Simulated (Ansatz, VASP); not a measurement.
**Se in VASP and in Ansatz**

```xyz
1
Lattice="-1.7172 1.7172 1.7172 1.7172 -1.7172 1.7172 1.7172 1.7172 -1.7172" Properties=species:S:1:pos:R:3 pbc="T T T"
Se    0.0000    0.0000    0.0000
```

Alike in both runs: functional r2SCAN; k mesh 13 × 13 × 13; occupations fermi-dirac, width 0.1 eV; no spin polarisation.

Ansatz relaxed the structure, and its values are those at the end. VASP's run is a single point on that final structure, the one shown.

```csv
,VASP,Ansatz
version,VASP 6.6.1,Ansatz 0.2.0
potentials or method,"VASP PAW PBE potentials, release 64 (Se), cutoff 520 eV","plane waves (500 eV) with PAW, scalar-relativistic"
valence electrons in the cell,6,16
```

Ansatz gave:

| Quantity | Value |
| --- | --- |
| pressure (GPa) | 0.0 |

Problem. Estimate VASP's values.

Solution. Pressure (GPa): -0.1.

VASP's potentials were made for PBE, not for r2SCAN. VASP's potentials hold 6 valence electrons a cell and Ansatz's 16, so a difference there can come from the potentials and not from the codes.
